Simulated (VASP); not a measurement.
Write the native input for VASP 6.6.1 that does the following.

```
Task                   : single point
Functional             : PBE
Potentials or basis    : VASP PAW PBE potentials, release 64 (Sr_sv, Cl)
Cutoff                 : 520 eV
k mesh                 : 4 × 4 × 4
Occupations            : gaussian, width 0.01 eV
Spin                   : no spin polarisation
Dipole correction      : no
Further INCAR settings : ALGO = Normal; EDIFF = 1e-07; NBANDS = 19
```

The structure of SrCl2 lies in POSCAR:

```
SrCl2
1.0
    2.0857437684      1.2042047261      6.1350482706
   -2.0857437684      1.2042047261      6.1350482706
    0.0000000000     -2.4084094522      6.1350482706
Sr Cl
1 2
Direct
    0.0002014275      0.0002014275      0.0002014275
    0.4227725672      0.4227725672      0.4227725672
    0.2436926722      0.2436926722      0.2436926722
```

The input as run:

INCAR

```
ALGO = Normal ; EDIFF = 1E-7
ENCUT = 520 ; GGA = PE
ISIF = 2 ; ISMEAR = 0
LASPH = T ; LCHARG = T
LELF = T ; LREAL = F
LVHAR = T ; LWAVE = F
NBANDS = 19 ; NELM = 100
PREC = Accurate ; SIGMA = 0.01
```

KPOINTS

```
k-points
0
Gamma
  4 4 4
```

Potentials or basis: VASP PAW PBE potentials, release 64 (Sr_sv, Cl).

Command:

```bash
$ cat potpaw_PBE.64/Sr_sv/POTCAR potpaw_PBE.64/Cl/POTCAR > POTCAR
$ mpirun -np 1 vasp_std > vasp.out
```

It gave:

```yaml
Pressure: 1.3 GPa
Largest_force: 0.004 eV/Å
Band_gap_on_the_k_mesh: 4.35 eV, direct
```

Caveat: the k points lie up to 0.44 Å⁻¹ apart.

It took 56 s on 1 thread of Intel(R) Xeon(R) Platinum 8375C CPU @ 2.90GHz (Ice Lake), on a shared host, peak memory 0.34 GiB.
